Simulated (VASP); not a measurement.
Set up this calculation in VASP 6.6.1, as the native input.

```yaml
Task: single point
Functional: PBE
Potentials_or_basis: VASP PAW PBE potentials, release 64 (Ag)
Cutoff: 520 eV
k_mesh: 10 × 10 × 10
Occupations: fermi-dirac, width 0.05 eV
Spin: no spin polarisation
Dipole_correction: no
Further_INCAR_settings: ALGO = Fast; EDIFF = 1e-06; NBANDS = 24
```

The structure of Ag lies in POSCAR:

```
Ag
1.0
    1.4730471633      0.8504641763      7.2046500000
   -1.4730471633      0.8504641763      7.2046500000
    0.0000000000     -1.7009283525      7.2046500000
Ag
3
Direct
    0.2222810000      0.2222810000      0.2222810000
    0.7777190000      0.7777190000      0.7777190000
    0.0000000000      0.0000000000      0.0000000000
```

These files were run (other wordings do the same):

INCAR

```
ALGO = Fast ; EDIFF = 1E-6
ENCUT = 520 ; GGA = PE
ISIF = 2 ; ISMEAR = -1
LASPH = T ; LCHARG = F
LREAL = F ; LWAVE = F
NBANDS = 24 ; NELM = 100
PREC = Accurate ; SIGMA = 0.05
```

KPOINTS

```
k-points
0
Gamma
  10 10 10
```

Potentials or basis: VASP PAW PBE potentials, release 64 (Ag).

Run with:

```console
$ cat potpaw_PBE.64/Ag/POTCAR > POTCAR
$ mpirun -np 1 vasp_std > vasp.out
```

Results of the run:

```
Pressure               : -0.7 GPa
Band gap on the k mesh : zero (an odd number of electrons rules out a gap without spin polarisation)
```

Wall time 12 min on 1 thread of Intel(R) Xeon(R) 6975P-C (Granite Rapids), with other jobs on the host, peak memory 0.47 GiB.
